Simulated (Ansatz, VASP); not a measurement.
## One calculation of SiSn4, two programs

Contents of INCAR:

```
SYSTEM = SiSn4
ALGO = Fast ; EDIFF = 1E-7
ENCUT = 520 ; GGA = PE
ISIF = 2 ; ISMEAR = 0
LASPH = .TRUE. ; LCHARG = .FALSE.
LREAL = .FALSE. ; LWAVE = .FALSE.
NBANDS = 38 ; NELM = 60
PREC = Accurate ; SIGMA = 0.1
```

The input KPOINTS:

```
k-points
0
G
  3 3 3
  0 0 0
```

The input POSCAR:

```
SiSn4
1.0
    3.5091549100      2.0260115300      3.5360326400
   -3.5091549100      2.0260115300      3.5360326400
    0.0000000000     -4.0520230600      3.5360326400
Si Sn
1 4
Direct
    0.5000000000      0.5000000000      0.5000000000
    0.0000000000      0.0000000000      0.5000000000
    0.5000000000      0.0000000000      0.0000000000
    0.0000000000      0.5000000000      0.0000000000
    0.0000000000      0.0000000000      0.0000000000
```

Input for Ansatz:

```yaml
crystal:
  lattice:
    - [3.50915491, 2.02601153, 3.53603264]
    - [-3.50915491, 2.02601153, 3.53603264]
    - [0.0, -4.05202306, 3.53603264]
  atoms:
    - { symbol: Si, position: [0.5, 0.5, 0.5] }
    - { symbol: Sn, position: [0.0, 0.0, 0.5] }
    - { symbol: Sn, position: [0.5, 0.0, 0.0] }
    - { symbol: Sn, position: [0.0, 0.5, 0.0] }
    - { symbol: Sn, position: [0.0, 0.0, 0.0] }
basis:
  ecutwfc: 420
kpoints:
  mp_grid: { grid: [3, 3, 3] }
hamiltonian:
  xc: pbe
scf:
  occupations: { method: gaussian, width: 0.1 }
  lower_state_search: "off"
output:
  forces: true
  stress: true
  eigenvalues: true
```

Alike in both runs: task single point; functional PBE; k mesh 3 × 3 × 3; occupations gaussian, width 0.1 eV; no spin polarisation.

|  | VASP | Ansatz |
| --- | --- | --- |
| version | VASP 6.6.1 | Ansatz 0.2.0 |
| potentials or method | VASP PAW PBE potentials, release 64 (Si, Sn_d), cutoff 520 eV | scalar-relativistic, plane waves, PAW |
| valence electrons in the cell | 60 | 60 |

Ansatz gave:

| Quantity | Value |
| --- | --- |
| gap on the k mesh at the Fermi level (eV) | none |
| pressure (GPa) | 7.4 |
| traceless stress, the component that is largest in VASP (GPa) | 5.54 |

Task: Which values does VASP return?

Result: gap on the k mesh at the Fermi level (eV): none; pressure (GPa): 7.3; traceless stress, the component that is largest in VASP (GPa): 5.53.

A gap of «none» marks a metal or a gap that the smearing closes.

The k mesh is coarse, so the values compare programs but aren't converged.
